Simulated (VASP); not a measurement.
# KCl (Sylvite) (Fm-3m) in VASP: settings compared, part 2 of 2

VASP 6.6.1.

### Step 4. Single point, PBEsol (volume scaled by 0.98)

INCAR reads:

```
SYSTEM = KCl
PREC = Accurate ; ENCUT = 520
EDIFF = 1E-6 ; ISMEAR = -1
SIGMA = 0.05 ; LREAL = .FALSE.
LASPH = .TRUE. ; NELM = 100
ALGO = Normal ; ISIF = 2
LWAVE = .FALSE. ; LCHARG = .TRUE.
GGA = PS ; LELF = .TRUE.
LVHAR = .TRUE. ; NBANDS = 15
```

KPOINTS reads:

```
regular mesh
0
G
  7 7 7
  0 0 0
```

POSCAR reads:

```
KCl
1.0
    0.0000000000      3.1253521154      3.1253521154
    3.1253521154      0.0000000000      3.1253521154
    3.1253521154      3.1253521154      0.0000000000
K Cl
1 1
Direct
    0.0000000000      0.0000000000      0.0000000000
    0.5000000000      0.5000000000      0.5000000000
```

Potentials or basis: VASP PAW PBE potentials, release 64 (K_sv, Cl).

Run with:

```sh
$ cat potpaw_PBE.64/K_sv/POTCAR potpaw_PBE.64/Cl/POTCAR > POTCAR
$ mpirun -np 1 vasp_std > vasp.out
```

OUTCAR:

```text
SYSTEM = KCl
   PREC = Accurate
   ENCUT = 520
   EDIFF = 1E-6
   ISMEAR = -1
   LREAL = .FALSE.
   LASPH = .TRUE.
   NELM = 100
   ISIF = 2
   GGA = PS

 ion  position               nearest neighbor table
   1  0.000  0.000  0.000-   2 3.13   2 3.13   2 3.13   2 3.13   2 3.13   2 3.13
   2  0.500  0.500  0.500-   1 3.13   1 3.13   1 3.13   1 3.13   1 3.13   1 3.13

  LATTYP: Found a face centered cubic cell.
 ALAT       =     6.2507042308

  Lattice vectors:

 A1 = (   0.0000000000,   3.1253521154,   3.1253521154)
 A2 = (   3.1253521154,   0.0000000000,   3.1253521154)
 A3 = (   3.1253521154,   3.1253521154,   0.0000000000)

Analysis of symmetry for initial positions (statically):
=====================================================================
 Subroutine PRICEL returns:
 Original cell was already a primitive cell.

 Routine SETGRP: Setting up the symmetry group for a
 face centered cubic supercell.

 Subroutine GETGRP returns: Found 48 space group operations
 (whereof 48 operations were pure point group operations)
 out of a pool of 48 trial point group operations.

[... 170 lines left out ...]
      5     -12.3481      2.00000
      6      -1.8252      2.00000
      7      -1.8252      2.00000
      8      -1.8252      2.00000
      9       3.2618      0.00000
     10       6.4764      0.00000
     11       6.4764      0.00000
     12       6.4764      0.00000
     13       7.3747      0.00000
     14       7.3747      0.00000
[... 329 lines left out ...]
      2     -13.9481      2.00000
      3     -12.4663      2.00000
      4     -12.4259      2.00000
      5     -12.2549      2.00000
      6      -2.4426      2.00000
      7      -2.3566      2.00000
      8      -2.2112      2.00000
      9       5.7952      0.00000
     10       6.5182      0.00000
     11       7.6959      0.00000
     12       8.0952      0.00000
     13       9.6055      0.00000
     14       9.6917      0.00000
     15      10.5439      0.00000

------------------------ aborting loop because EDIFF is reached ----------------------------------------

  FORCE on cell =-STRESS in cart. coord.  units (eV):
  Direction    XX          YY          ZZ          XY          YZ          ZX
  --------------------------------------------------------------------------------------
  -------------------------------------------------------------------------------------
  Total       -0.0071921     -0.0071921     -0.0071921      0.0000000      0.0000000     -0.0000000
  in kB       -0.1887286     -0.1887286     -0.1887286      0.0000000      0.0000000     -0.0000000
  external PRESSURE =      -0.1887286 kB  Pullay stress =       0.0000000 kB

 VOLUME and BASIS-vectors are now :
 -----------------------------------------------------------------------------
  energy-cutoff  :      520.00
  volume of cell :       61.06
      direct lattice vectors                 reciprocal lattice vectors
     0.000000000  3.125352115  3.125352115    -0.159981974  0.159981974  0.159981974
     3.125352115  0.000000000  3.125352115     0.159981974 -0.159981974  0.159981974
     3.125352115  3.125352115  0.000000000     0.159981974  0.159981974 -0.159981974

 POSITION                                       TOTAL-FORCE (eV/Angst)
 -----------------------------------------------------------------------------------
      0.00000      0.00000      0.00000        -0.000000      0.000000      0.000000
      3.12535      3.12535      3.12535         0.000000     -0.000000     -0.000000
 -----------------------------------------------------------------------------------
    total drift:                                0.000000      0.000000      0.000000

  FREE ENERGIE OF THE ION-ELECTRON SYSTEM (eV)
  ---------------------------------------------------
  free  energy   TOTEN  =        -7.0232735733 eV

  energy  without entropy=       -7.0232735733  energy(sigma->0) =       -7.02327357
```

OSZICAR:

```text
N       E                     dE             d eps       ncg     rms          rms(c)
DAV:   1     0.101940622081E+03    0.10194E+03   -0.71037E+03   600   0.958E+02
DAV:   2    -0.928488144100E+00   -0.10287E+03   -0.93612E+02   790   0.235E+02
DAV:   3    -0.705225600500E+01   -0.61238E+01   -0.60964E+01   811   0.513E+01
DAV:   4    -0.726620100769E+01   -0.21395E+00   -0.21391E+00   915   0.874E+00
DAV:   5    -0.726820651748E+01   -0.20055E-02   -0.20055E-02   839   0.891E-01    0.332E+00
DAV:   6    -0.702587419557E+01    0.24233E+00   -0.34074E-01   775   0.317E+00    0.272E+00
DAV:   7    -0.701256133618E+01    0.13313E-01   -0.79592E-02   817   0.169E+00    0.156E+00
DAV:   8    -0.702227050186E+01   -0.97092E-02   -0.14571E-02   786   0.895E-01    0.199E-01
DAV:   9    -0.702271410307E+01   -0.44360E-03   -0.66852E-04   782   0.163E-01    0.928E-02
DAV:  10    -0.702326478465E+01   -0.55068E-03   -0.55880E-04   642   0.145E-01    0.225E-02
DAV:  11    -0.702327130187E+01   -0.65172E-05   -0.22173E-05   846   0.282E-02    0.166E-02
DAV:  12    -0.702327351388E+01   -0.22120E-05   -0.70254E-06   677   0.146E-02    0.564E-03
DAV:  13    -0.702327357335E+01   -0.59464E-07   -0.66024E-07   554   0.549E-03
   1 F= -.70232736E+01 E0= -.70232736E+01  d E =-.897607E-10
```

Run time: 40 s. Hardware: 1 thread of AMD EPYC 7R13, shared host; peak memory 0.17 GiB.

What came out:

```
Free energy            : -7.0233 eV
Pressure               : 0.0 GPa
Band gap on the k mesh : 5.09 eV, direct
```

Levels at points of the mesh, in eV from the valence-band top:
| k point | band 5 | band 6 | band 7 | band 8 | band 9 | band 10 | band 11 | band 12 |
| --- | --- | --- | --- | --- | --- | --- | --- | --- |
| (0.00, 0.00, 0.00) | -10.52 | 0.00 | 0.00 | 0.00 | 5.09 | 8.30 | 8.30 | 8.30 |

Caveat: the PAW data sets were made with another functional, which shifts forces and pressure a little.

### Step 5. Overview

```csv
level,potentials or basis,cell,k mesh,grid for exact exchange (PRECFOCK),screening parameter,gap on the mesh (eV),pressure (GPa)
HSE06,"VASP PAW PBE potentials, release 64 (K_sv, Cl)","a = 4.537 Å, angles 60.0°, 2 atoms",4 × 4 × 4,Normal,0.2079 1/Å,6.29,-0.5
LDA,"VASP PAW LDA potentials, release 64 (K_sv, Cl)","a = 4.420 Å, angles 60.0°, 2 atoms",7 × 7 × 7,-,-,4.81,-1.6
PBEsol,"VASP PAW PBE potentials, release 64 (K_sv, Cl)","a = 4.420 Å, angles 60.0°, 2 atoms",7 × 7 × 7,-,-,5.09,0.0
```

Alike in all rows: task single point; no spin polarisation; cutoff (eV) 520; smearing fermi-dirac 0.05 eV.

Caveats: some runs use coarse meshes; the PAW data sets were made with another functional, which shifts forces and pressure a little (some runs).

Absolute energies hang on the potentials; compare differences alone.
